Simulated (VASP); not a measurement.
Runs of VASP 6.6.1 on Mo. The structure is that of space group Im-3m (No. 229), or close to it. The cells are those of the table. 

```tsv
task	cell	gap on the mesh (eV)	pressure (GPa)
relaxation of cell and atoms	relaxed to 4 GPa from a = 2.725 Å, angles 109.5°, 1 atom	none	3.9
relaxation of cell and atoms	relaxed to 6 GPa from a = 2.725 Å, angles 109.5°, 1 atom	none	6.0
single point	a = 2.723 Å, angles 109.5°, 1 atom	none	4.6
single point	a = 2.711 Å, angles 109.5°, 1 atom	none	(a)
relaxation of cell and atoms	relaxed to 2 GPa from a = 2.725 Å, angles 109.5°, 1 atom	none	2.0
```

Alike in all rows: level PBE; potentials or basis VASP PAW PBE potentials, release 64 (Mo_sv); no spin polarisation; k mesh 12 × 12 × 12; cutoff (eV) 500; smearing methfessel-paxton 0.15 eV.

Question: Estimate the missing entries.

Answer: (a) 8.6.

Caveats: the cell is relaxed towards a set pressure, so the enthalpy falls and the energy may rise (some runs); the relaxation stopped at its first step, so nothing moved (some runs).

A k mesh can miss the band edges, and the runs leave out spin-orbit coupling on Mo.

A gap of «none» marks levels without a gap at the run's occupations.
